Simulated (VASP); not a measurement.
# AlW (R-3m) in VASP: a series of runs, part 2 of 2

VASP 6.6.1.

**3. Single point, PBE**

This run uses another cell than the first one, of 16.46 Å³/atom, 1.043 times its volume.

Contents of INCAR:

```
PREC = Accurate ; ENCUT = 520
EDIFF = 1E-6 ; ISMEAR = 0
SIGMA = 0.1 ; LREAL = False
LASPH = True ; NELM = 100
ALGO = Normal ; ISIF = 2
LWAVE = False ; LCHARG = True
GGA = PE ; LELF = True
LVHAR = True ; NBANDS = 16
```

Contents of KPOINTS:

```
Automatic mesh
0
Gamma
  6 6 6
```

Contents of POSCAR:

```
AlW
1.0
    1.4839660100      0.8567681700      4.3141096600
   -1.4839660100      0.8567681700      4.3141096600
    0.0000000000     -1.7135363500      4.3141096600
Al W
1 1
Direct
    0.0000000000      0.0000000000      0.0000000000
    0.5000000000      0.5000000000      0.5000000000
```

Potentials or basis: VASP PAW PBE potentials, release 64 (Al, W_sv).

The run is started by

```bash
$ cat potpaw_PBE.64/Al/POTCAR potpaw_PBE.64/W_sv/POTCAR > POTCAR
$ mpirun -np 1 vasp_std > vasp.out
```

It took 53 s on 1 thread of AMD EPYC 7R43 (Zen 3), shared host; peak memory 0.17 GiB.

Results (log left out):

```yaml
Free_energy: -16.3340 eV
Pressure: -7.1 GPa
```

Stress tensor (GPa, compression positive):
```
-15.05   0.00   0.00
  0.00 -15.05   0.00
  0.00   0.00   8.69
```

Levels at points of the mesh, in eV from the Fermi level:
| k point | band 5 | band 6 | band 7 | band 8 | band 9 | band 10 | band 11 | band 12 |
| --- | --- | --- | --- | --- | --- | --- | --- | --- |
| (0.00, 0.00, 0.00) | -10.19 | -4.38 | -1.41 | -0.37 | -0.37 | 1.69 | 1.69 | 5.56 |
| (0.50, 0.00, 0.00) | -5.49 | -4.21 | -3.53 | -2.08 | 0.24 | 2.98 | 4.25 | 5.07 |
| (0.50, 0.50, 0.00) | -5.78 | -3.90 | -3.11 | -1.26 | 0.14 | 0.80 | 4.25 | 4.91 |
| (0.50, 0.50, 0.50) | -8.11 | -7.43 | -1.75 | -0.40 | -0.40 | 1.90 | 1.90 | 7.52 |

Caveat: the k points lie up to 0.42 Å⁻¹ apart; spin-orbit coupling is left out, which moves the levels of the heavy elements.

**4. Relaxation of cell and atoms, PBE**

This run uses another cell than the first one, of 16.46 Å³/atom, 1.043 times its volume.

Contents of INCAR:

```
PREC = Accurate
ENCUT = 600
EDIFF = 1E-6
ISMEAR = 0
SIGMA = 0.1
LREAL = F
LASPH = T
NELM = 60
ALGO = Normal
ISIF = 3
LWAVE = F
LCHARG = F
GGA = PE
IBRION = 2
NSW = 90
EDIFFG = -0.04
```

Contents of KPOINTS:

```
regular mesh
0
Gamma
  6 6 6
```

POSCAR is that of step 3.

The run is started by

```bash
$ cat potpaw_PBE.64/Al/POTCAR potpaw_PBE.64/W_sv/POTCAR > POTCAR
$ mpirun -np 1 vasp_std > vasp.out
```

Run time: 2.9 min. Hardware: 1 thread of AMD EPYC 7R43 (Zen 3), shared host; peak memory 0.22 GiB.

It converged, with:

```yaml
Free_energy: -16.5185 eV
Relaxed_volume: 15.78 Å³/atom
Relaxed_cell: a = 4.794 Å, b = 4.794 Å, c = 4.794 Å, α = 34.52°, β = 34.52°, γ = 34.52°
Space_group_after_relaxing_to_0.05_Å: R-3m (No. 166)
Energy_gained_by_relaxing: 92.1 meV/atom
Ionic_steps: 5
Pressure_after_relaxing: 0.0 GPa
```

Stress tensor (GPa, compression positive):
```
 0.03  0.00  0.00
 0.00  0.03  0.00
 0.00  0.00 -0.05
```

Step by step:
```csv
step,energy change (eV),largest force (eV/Å),pressure (GPa),volume (Å³)
1,0.0000,0.0000,-7.10,32.91
2,-0.0514,0.0000,16.53,29.42
3,-0.1698,0.0000,3.97,30.93
4,-0.1703,0.0000,-3.61,32.20
5,-0.1842,0.0000,0.00,31.56
```

Final structure:
```yaml
crystal:
  lattice:
    - [1.42222, 0.82112, 4.50377]
    - [-1.42222, 0.82112, 4.50377]
    - [0.00000, -1.64223, 4.50377]
  atoms:
    - { symbol: Al, position: [0.00000, 0.00000, 0.00000] }
    - { symbol: W, position: [0.50000, 0.50000, 0.50000] }
```

Levels at points of the mesh, in eV from the Fermi level:
```csv
k point,band 4,band 5,band 6,band 7,band 8,band 9,band 10,band 11,band 12
"(0.00, 0.00, 0.00)",-37.48,-10.45,-4.93,-2.12,-0.19,-0.19,2.42,2.42,4.36
"(0.50, 0.00, 0.00)",-37.69,-5.53,-4.41,-3.22,-2.45,0.87,2.88,4.80,5.25
"(0.50, 0.50, 0.00)",-37.69,-5.68,-4.22,-3.25,-1.42,0.42,1.26,4.41,5.25
"(0.50, 0.50, 0.50)",-37.48,-8.63,-7.71,-2.42,-0.20,-0.20,2.56,2.56,6.67
```

Caveat: the k points lie up to 0.43 Å⁻¹ apart in the final cell; spin-orbit coupling is left out, which moves the levels of the heavy elements.

**5. Single point, PBE**

Contents of INCAR:

```
PREC     = Accurate       # precision mode
ENCUT    = 520            # plane-wave cutoff, eV
EDIFF    = 1E-7           # SCF threshold, eV
ISMEAR   = 0              # smearing method
SIGMA    = 0.1            # smearing width, eV
LREAL    = False          # projectors in reciprocal space
LASPH    = True           # aspherical terms in the spheres
NELM     = 80             # most SCF steps
ALGO     = Fast           # electronic algorithm
ISIF     = 2              # what is computed and relaxed
LWAVE    = False          # write WAVECAR
LCHARG   = False          # write CHGCAR
GGA      = PE             # functional
NBANDS   = 16             # bands
```

Contents of KPOINTS:

```
regular mesh
0
Gamma
  24 24 24
```

Contents of POSCAR:

```
AlW
1.0
    1.4169234029      0.8180611081      4.5324272815
   -1.4169234029      0.8180611081      4.5324272815
    0.0000000000     -1.6361222161      4.5324272815
Al W
1 1
Direct
    0.0000000000      0.0000000000      0.0000000000
    0.5000000000      0.5000000000      0.5000000000
```

Potentials or basis: VASP PAW PBE potentials, release 64 (Al, W_sv).

The run is started by

```bash
$ cat potpaw_PBE.64/Al/POTCAR potpaw_PBE.64/W_sv/POTCAR > POTCAR
$ mpirun -np 1 vasp_std > vasp.out
```

OUTCAR:

```text
PREC = Accurate
   ENCUT = 520
   EDIFF = 1E-7
   ISMEAR = 0
   LREAL = False
   LASPH = True
   NELM = 80
   ISIF = 2
   GGA = PE

 ion  position               nearest neighbor table
   1  0.000  0.000  0.000-   2 2.80   2 2.80   2 2.80   2 2.80   2 2.80   2 2.80
   2  0.500  0.500  0.500-   1 2.80   1 2.80   1 2.80   1 2.80   1 2.80   1 2.80

  LATTYP: Found a trigonal (rhomboedric) cell.
 ALAT       =     4.8186920392
 COS(alpha) =     0.8270723660

  Lattice vectors:

 A1 = (   1.4169234029,   0.8180611081,   4.5324272815)
[... 627 lines left out ...]
      4     -28.0546      2.00000
      5       3.7373      2.00000
      6       5.2643      2.00000
[... 8 lines left out ...]
     15      19.5978      0.00000
     16      20.5555      0.00000

 [... further k-points ...]
[... 5 lines left out ...]
  --------------------------------------------------------------------------------------
  -------------------------------------------------------------------------------------
  Total        0.0360220      0.0360220      0.0052007      0.0000000      0.0000000     -0.0000000
  in kB        1.8308975      1.8308975      0.2643390      0.0000000      0.0000000     -0.0000000
  external PRESSURE =       1.3087113 kB  Pullay stress =       0.0000000 kB

 VOLUME and BASIS-vectors are now :
 -----------------------------------------------------------------------------
  energy-cutoff  :      520.00
  volume of cell :       31.52
      direct lattice vectors                 reciprocal lattice vectors
     1.416923403  0.818061108  4.532427282     0.352877226  0.203733761  0.073544111
    -1.416923403  0.818061108  4.532427282    -0.352877226  0.203733761  0.073544111
     0.000000000 -1.636122216  4.532427282     0.000000000 -0.407467523  0.073544111

 POSITION                                       TOTAL-FORCE (eV/Angst)
 -----------------------------------------------------------------------------------
      0.00000      0.00000      0.00000        -0.000000      0.000000     -0.000000
      0.00000      0.00000      6.79864         0.000000     -0.000000      0.000000
 -----------------------------------------------------------------------------------
    total drift:                                0.000000     -0.000000      0.000000

  FREE ENERGIE OF THE ION-ELECTRON SYSTEM (eV)
  ---------------------------------------------------
  free  energy   TOTEN  =       -16.5208416991 eV

  energy  without entropy=      -16.5156633897  energy(sigma->0) =      -16.51825254
```

Run time: 41 min. Hardware: 1 thread of AMD EPYC 7R43 (Zen 3), shared host; peak memory 0.71 GiB.

What came out:

| Quantity | Value |
| --- | --- |
| Free energy | -16.5208 eV |
| Pressure | 0.1 GPa |

Levels at points of the mesh, in eV from the Fermi level:
```csv
k point,band 4,band 5,band 6,band 7,band 8,band 9,band 10,band 11,band 12,band 13
"(0.00, 0.00, 0.00)",-37.52,-10.50,-5.05,-2.25,-0.25,-0.25,2.42,2.42,4.13,12.52
"(0.50, 0.00, 0.00)",-37.74,-5.57,-4.49,-3.23,-2.55,0.87,2.80,4.67,5.27,6.31
"(0.50, 0.50, 0.00)",-37.74,-5.71,-4.32,-3.29,-1.49,0.39,1.23,4.26,5.27,7.30
"(0.50, 0.50, 0.50)",-37.53,-8.71,-7.80,-2.56,-0.26,-0.26,2.55,2.55,6.48,12.43
```

Caveat: spin-orbit coupling is left out, which moves the levels of the heavy elements.

**6. Summary**

```csv
task,cell,k mesh,cutoff (eV),gap on the mesh (eV),pressure (GPa)
single point,"a = 4.794 Å, angles 34.5°, 2 atoms",6 × 6 × 6,520,none,-0.1
single point,"a = 4.642 Å, angles 37.3°, 2 atoms",6 × 6 × 6,520,none,-7.1
relaxation of cell and atoms,"relaxed from a = 4.642 Å, angles 37.3°, 2 atoms",6 × 6 × 6,600,none,0.0
single point,"a = 4.819 Å, angles 34.2°, 2 atoms",24 × 24 × 24,520,none,0.1
```

Alike in all rows: level PBE; potentials or basis VASP PAW PBE potentials, release 64 (Al, W_sv); no spin polarisation; smearing gaussian 0.1 eV.

Caveats: some runs use coarse meshes; spin-orbit coupling is left out, which moves the levels of the heavy elements.

Total energies depend on the potentials used, so only differences within one code and one set of settings carry meaning.
